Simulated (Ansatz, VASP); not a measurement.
AgCl in VASP and in Ansatz

Contents of POSCAR:

```
AgCl
1.0
    0.0000000000      2.8006428575      2.8006428575
    2.8006428575      0.0000000000      2.8006428575
    2.8006428575      2.8006428575      0.0000000000
Ag Cl
1 1
Direct
    0.0000000000      0.0000000000      0.0000000000
    0.5000000000      0.5000000000      0.5000000000
```

The input INCAR.step1:

```
  ALGO = Normal
  EDIFF = 1E-5
  ENCUT = 550
  GGA = PE
  GGA_COMPAT = False
  ISMEAR = 0
  LASPH = True
  LCHARG = False
  LREAL = False
  LWAVE = True
  NBANDS = 16
  NELM = 120
  PREC = Accurate
  SIGMA = 0.01
```

The input INCAR.step2:

```
  ALGO = Normal
  EDIFF = 1E-6
  ENCUT = 550
  GGA_COMPAT = False
  ISIF = 2
  ISMEAR = 0
  ISTART = 1
  LASPH = True
  LCHARG = True
  LELF = True
  LMIXTAU = True
  LREAL = False
  LVHAR = True
  LWAVE = False
  METAGGA = R2SCAN
  NBANDS = 16
  NELM = 120
  PREC = Accurate
  SIGMA = 0.01
```

File KPOINTS:

```
k-points
0
Gamma
  6 6 6
```

Input for Ansatz:

```yaml
crystal:
  lattice:
    - [0.0, 2.8006428575, 2.8006428575]
    - [2.8006428575, 0.0, 2.8006428575]
    - [2.8006428575, 2.8006428575, 0.0]
  atoms:
    - { symbol: Ag, position: [0.0, 0.0, 0.0] }
    - { symbol: Cl, position: [0.5, 0.5, 0.5] }
kpoints:
  mp_grid: { grid: [6, 6, 6] }
hamiltonian:
  xc: r2scan
scf:
  occupations: { method: fixed }
  n_extra_bands: 4
output:
  forces: true
  stress: true
  eigenvalues: true
```

Alike in both runs: task single point; functional r2SCAN; k mesh 6 × 6 × 6; no spin polarisation.

|  | VASP | Ansatz |
| --- | --- | --- |
| version | VASP 6.6.1 | Ansatz 0.2.0 |
| potentials or method | VASP PAW PBE potentials, release 64 (Ag, Cl) | plane waves, PAW |
| plane-wave cutoff (eV) | 550 | 500 |
| occupations | gaussian, width 0.01 eV | fixed |
| valence electrons in the cell | 18 | 26 |

```tsv
	VASP	Ansatz	Ansatz less VASP
gap on the k mesh at the Fermi level (eV)	1.43	1.48	+0.052
pressure (GPa)	-1.5	-1.4	+0.08
```

VASP's potentials were made for PBE, not for r2SCAN. VASP's potentials hold 18 valence electrons a cell and Ansatz's 26, so a difference there can come from the potentials and not from the codes.
